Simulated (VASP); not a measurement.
# La (P6_3/mmc) in VASP: relaxation of cell and atoms with r2SCAN

Aim: the relaxation of cell and atoms of La with r2SCAN.

All numbers are computed with VASP 6.6.1; they aren't measurements. Logs are shortened: lines on timing, memory, paths and dates and some standing lists are left out, and cuts for length are marked.

### 1 The cell of the first run

It takes space group P6_3/mmc (No. 194, hexagonal). The conventional cell has a = 3.770 Å, b = 3.770 Å, c = 12.159 Å, α = 90.00°, β = 90.00°, γ = 120.00°. Within 4.9 Å of La (site symmetry -3m) lie 12 La at 3.74 to 3.77 Å. Within 4.9 Å of La (site symmetry -6m2) lie 12 La at 3.74 to 3.77 Å.

### 2 Relaxation of cell and atoms, r2SCAN

Contents of POSCAR:

```
La
1.0
    3.7700000000      0.0000000000      0.0000000000
   -1.8850000000      3.2649157723      0.0000000000
    0.0000000000      0.0000000000     12.1590000000
La
4
Direct
    0.0000000000      0.0000000000      0.0000000000
    0.0000000000      0.0000000000      0.5000000000
    0.3333333333      0.6666666667      0.7500000000
    0.6666666667      0.3333333333      0.2500000000
```

Contents of INCAR.step1:

```
SYSTEM = La
PREC = Accurate
ENCUT = 600
ISMEAR = 1
SIGMA = 0.05
LREAL = .FALSE.
LASPH = .TRUE.
NELM = 100
GGA = PE
ALGO = Normal
EDIFF = 1E-4
LWAVE = .TRUE.
LCHARG = .FALSE.
```

Contents of INCAR.step2:

```
SYSTEM = La
PREC = Accurate
ENCUT = 600
EDIFF = 1E-6
ISMEAR = 1
SIGMA = 0.05
LREAL = .FALSE.
LASPH = .TRUE.
NELM = 100
ALGO = Normal
ISIF = 3
LWAVE = .FALSE.
LCHARG = .FALSE.
METAGGA = R2SCAN
LMIXTAU = .TRUE.
IBRION = 2
NSW = 80
EDIFFG = -0.02
ISTART = 1
```

Contents of KPOINTS:

```
regular mesh
0
G
  6 6 2
  0 0 0
```

Potentials or basis: VASP PAW PBE potentials, release 64 (La).

Run with:

```bash
> cat potpaw_PBE.64/La/POTCAR > POTCAR
> cp INCAR.step1 INCAR
> mpirun -np 1 vasp_std > vasp.out
> cp INCAR.step2 INCAR
> mpirun -np 1 vasp_std > vasp.out
```

OUTCAR:

```text
SYSTEM = La
   PREC = Accurate
   ENCUT = 600
   EDIFF = 1E-6
   ISMEAR = 1
   LREAL = .FALSE.
   LASPH = .TRUE.
   NELM = 100
   ISIF = 3
   METAGGA = R2SCAN
   IBRION = 2
   NSW = 80
   EDIFFG = -0.02
   ISTART = 1

 ion  position               nearest neighbor table
   1  0.000  0.000  0.000-
   2  0.000  0.000  0.500-
   3  0.333  0.667  0.750-
   4  0.667  0.333  0.250-

  LATTYP: Found a hexagonal cell.
 ALAT       =     3.7700000000
 C/A-ratio  =     3.2251989390

  Lattice vectors:

 A1 = (   3.7700000000,   0.0000000000,   0.0000000000)
 A2 = (  -1.8850000000,   3.2649157723,   0.0000000000)
 A3 = (   0.0000000000,   0.0000000000,  12.1590000000)

Analysis of symmetry for initial positions (statically):
=====================================================================
 Subroutine PRICEL returns:
 Original cell was already a primitive cell.

 Routine SETGRP: Setting up the symmetry group for a
 hexagonal supercell.

 Subroutine GETGRP returns: Found 24 space group operations
 (whereof 12 operations were pure point group operations)
 out of a pool of 24 trial point group operations.

The static configuration has the point symmetry D_3d.
 The point group associated with its full space group is D_6h.

Analysis of symmetry for dynamics (positions and initial velocities):
=====================================================================
 Subroutine PRICEL returns:
 Original cell was already a primitive cell.

 Routine SETGRP: Setting up the symmetry group for a
 hexagonal supercell.

 Subroutine GETGRP returns: Found 24 space group operations
 (whereof 12 operations were pure point group operations)
 out of a pool of 24 trial point group operations.

The dynamic configuration has the point symmetry D_3d.
 The point group associated with its full space group is D_6h.

 Subroutine INISYM returns: Found 24 space group operations
 (whereof 12 operations are pure point group operations),
 and found     1 'primitive' translations

[... 144 lines left out ...]
  Total        0.2499888      0.2499888     -0.0394113      0.0000000      0.0000000      0.0000000
  in kB        2.6762089      2.6762089     -0.4219107      0.0000000      0.0000000      0.0000000
  external PRESSURE =       1.6435024 kB  Pullay stress =       0.0000000 kB

 VOLUME and BASIS-vectors are now :
 -----------------------------------------------------------------------------
  energy-cutoff  :      600.00
  volume of cell :      149.66
      direct lattice vectors                 reciprocal lattice vectors
     3.770000000  0.000000000  0.000000000     0.265251989  0.153143307  0.000000000
    -1.885000000  3.264915772  0.000000000     0.000000000  0.306286615  0.000000000
     0.000000000  0.000000000 12.159000000     0.000000000  0.000000000  0.082243606

 POSITION                                       TOTAL-FORCE (eV/Angst)
 -----------------------------------------------------------------------------------
      0.00000      0.00000      0.00000         0.000000     -0.000000      0.000000
      0.00000      0.00000      6.07950         0.000000     -0.000000      0.000000
     -0.00000      2.17661      9.11925        -0.000000     -0.000000     -0.000000
      1.88500      1.08831      3.03975         0.000000      0.000000      0.000000
 -----------------------------------------------------------------------------------
    total drift:                                0.000000      0.000000      0.000000

  FREE ENERGIE OF THE ION-ELECTRON SYSTEM (eV)
  ---------------------------------------------------
  free  energy   TOTEN  =      -119.0064207400 eV

  energy  without entropy=     -119.0067837366  energy(sigma->0) =     -119.00654174

--------------------------------------- Ionic step        2  -------------------------------------------

 number of electron      43.9999999 magnetization

 Free energy of the ion-electron system (eV)
  ---------------------------------------------------
  ext. energy  EPLUGINS =         0.00000000
  ---------------------------------------------------
  free energy    TOTEN  =      -119.00728476 eV

  energy without entropy =     -119.00754908  energy(sigma->0) =     -119.00737286

 E-fermi :   7.8867     XC(G=0): -10.1581

 val. band max:        7.8099931553   @ k =   0.3333   0.3333   0.0000
 cond. band min:       7.8900076469   @ k =   0.3333   0.0000   0.0000
 fundamental gap:      0.0800144916
 Fermi energy:         7.8867372091

 k-point     1 :       0.0000    0.0000    0.0000
  band No.  band energies     occupation
      1     -26.2480      2.00000
      2     -26.1458      2.00000
      3     -26.1389      2.00000
      4     -26.0332      2.00000
      5     -10.1940      2.00000
      6      -9.5239      2.00000
[... 395 lines left out ...]
     25       8.7629     -0.00000
     26       8.7666     -0.00000

------------------------ aborting loop because EDIFF is reached ----------------------------------------

  FORCE on cell =-STRESS in cart. coord.  units (eV):
  Direction    XX          YY          ZZ          XY          YZ          ZX
  --------------------------------------------------------------------------------------
  -------------------------------------------------------------------------------------
  Total        0.0270479      0.0270479     -0.0470702      0.0000000     -0.0000000     -0.0000000
  in kB        0.2879548      0.2879548     -0.5011149      0.0000000     -0.0000000     -0.0000000
  external PRESSURE =       0.0249316 kB  Pullay stress =       0.0000000 kB

 VOLUME and BASIS-vectors are now :
 -----------------------------------------------------------------------------
  energy-cutoff  :      600.00
  volume of cell :      150.49
      direct lattice vectors                 reciprocal lattice vectors
     3.781366668  0.000000000  0.000000000     0.264454650  0.152682964 -0.000000000
    -1.890683334  3.274759595  0.000000000     0.000000000  0.305365927 -0.000000000
     0.000000000  0.000000000 12.153220501     0.000000000  0.000000000  0.082282717

 POSITION                                       TOTAL-FORCE (eV/Angst)
 -----------------------------------------------------------------------------------
      1.89068      3.27476      0.00000         0.000000      0.000000      0.000000
      1.89068      3.27476      6.07661         0.000000      0.000000      0.000000
     -0.00000      2.18317      9.11492         0.000000     -0.000000     -0.000000
      1.89068      1.09159      3.03831        -0.000000      0.000000      0.000000
 -----------------------------------------------------------------------------------
    total drift:                                0.000000      0.000000      0.000000

  FREE ENERGIE OF THE ION-ELECTRON SYSTEM (eV)
  ---------------------------------------------------
  free  energy   TOTEN  =      -119.0072847580 eV

  energy  without entropy=     -119.0075490759  energy(sigma->0) =     -119.00737286

 reached required accuracy - stopping structural energy minimisation
```

OSZICAR.step1:

```text
N       E                     dE             d eps       ncg     rms          rms(c)
DAV:   1     0.587798711811E+03    0.58780E+03   -0.16593E+04   728   0.260E+03
DAV:   2     0.124974606053E+03   -0.46282E+03   -0.45674E+03  1120   0.451E+02
DAV:   3    -0.250209615542E+01   -0.12748E+03   -0.12623E+03  1312   0.281E+02
DAV:   4    -0.172718661852E+02   -0.14770E+02   -0.14540E+02  1344   0.101E+02
DAV:   5    -0.193072579034E+02   -0.20354E+01   -0.19537E+01  1432   0.332E+01    0.484E+00
DAV:   6    -0.195291304842E+02   -0.22187E+00   -0.24753E+00  1416   0.118E+01    0.245E+00
DAV:   7    -0.195618128019E+02   -0.32682E-01   -0.37753E-01  1424   0.476E+00    0.673E-01
DAV:   8    -0.195689517926E+02   -0.71390E-02   -0.50309E-02  1392   0.167E+00    0.327E-01
DAV:   9    -0.195724100350E+02   -0.34582E-02   -0.10712E-02  1288   0.792E-01    0.203E-01
DAV:  10    -0.195741538762E+02   -0.17438E-02   -0.56297E-03  1224   0.619E-01    0.469E-02
DAV:  11    -0.195741142584E+02    0.39618E-04   -0.58652E-04   816   0.273E-01
   1 F= -.19574114E+02 E0= -.19574205E+02  d E =0.272997E-03
```

It took 20 min on 1 thread of Intel Xeon 8259CL, shared host; peak memory 0.36 GiB.

Results:

| Property | Result |
| --- | --- |
| Free energy | -119.0073 eV |
| Relaxed volume | 37.62 Å³/atom |
| Relaxed cell | a = 3.781 Å, b = 3.781 Å, c = 12.153 Å, α = 90.00°, β = 90.00°, γ = 120.00° |
| Space group after relaxing (to 0.1 Å) | P6_3/mmc (No. 194) |
| Energy gained by relaxing | 0.2 meV/atom |
| Ionic steps | 2 |
| Pressure after relaxing | 0.0 GPa |
| Band gap on the k mesh | zero (bands 22 and 23 overlap by 1.16 eV) |

Stress tensor (GPa, compression positive):
```
 0.03  0.00  0.00
 0.00  0.03  0.00
 0.00  0.00 -0.05
```

The path:
```csv
step,energy change (eV),largest force (eV/Å),pressure (GPa),volume (Å³)
1,0.0000,0.0000,0.16,149.66
2,-0.0009,0.0000,0.00,150.49
```

Final structure:
```xyz
4
Lattice="3.7814 0.0000 0.0000 -1.8907 3.2748 0.0000 0.0000 0.0000 12.1532" Properties=species:S:1:pos:R:3 pbc="T T T"
La    1.8907    3.2748    0.0000
La    1.8907    3.2748    6.0766
La    0.0000    2.1832    9.1149
La    1.8907    1.0916    3.0383
```

Levels at points of the mesh, in eV from the Fermi level:
```csv
k point,band 20,band 21,band 22,band 23,band 24,band 25
"(0.00, 0.00, 0.00)",-1.84,0.48,0.64,1.34,1.34,1.45
"(0.50, 0.00, 0.00)",-1.13,-0.70,-0.33,-0.27,0.47,0.97
"(0.00, 0.00, 0.50)",-1.76,0.89,0.89,1.27,1.27,1.42
"(0.50, 0.00, 0.50)",-1.46,-1.14,-1.14,0.71,0.71,1.34
```

Caveat: the PAW data sets were made with another functional, which shifts forces and pressure a little; spin-orbit coupling is left out, which moves the levels of the heavy elements. Zero-point motion and thermal expansion aren't in these numbers.

The gap in the log of VASP goes by the Fermi energy; the results here count the filled bands.